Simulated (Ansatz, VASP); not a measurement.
W3O in VASP and in Ansatz

```
CELL_PARAMETERS angstrom
4.90382 0.00000 0.00000
0.00000 4.90382 0.00000
0.00000 0.00000 4.68641
ATOMIC_POSITIONS crystal
W 0.50000 0.75000 0.00000
W 0.00000 0.50000 0.75000
W 0.25000 0.00000 0.50000
W 0.50000 0.25000 0.00000
W 0.00000 0.50000 0.25000
W 0.75000 0.00000 0.50000
O 0.50000 0.50000 0.50000
O 0.00000 0.00000 0.00000
```

Change from the starting cell: strain +0.015 along x and y, -0.030 along z, atoms carried along.

Alike in both runs: task single point; functional PBEsol; k mesh 8 × 8 × 8; occupations gaussian, width 0.15 eV; no spin polarisation.

```csv
,VASP,Ansatz
version,VASP 6.6.1,Ansatz 0.2.0
potentials or method,"VASP PAW PBE potentials, release 64 (W_sv, O), cutoff 520 eV","scalar-relativistic, plane waves, PAW"
valence electrons in the cell,96,96
```

```csv
,VASP,Ansatz,Ansatz less VASP
gap on the k mesh at the Fermi level (eV),none,none,-
pressure (GPa),1.4,0.3,-1.10
"traceless stress, the component that is largest in VASP (GPa)",4.23,3.73,-0.499
rms of the force components (eV/Å),0.145,0.145,-0.0004
```

VASP's potentials were made for PBE, not for PBEsol. Atom by atom the forces differ by 0.000 eV/Å (rms over components). A gap of «none» marks a metal or a gap that the smearing closes.

Spin-orbit coupling is off throughout.
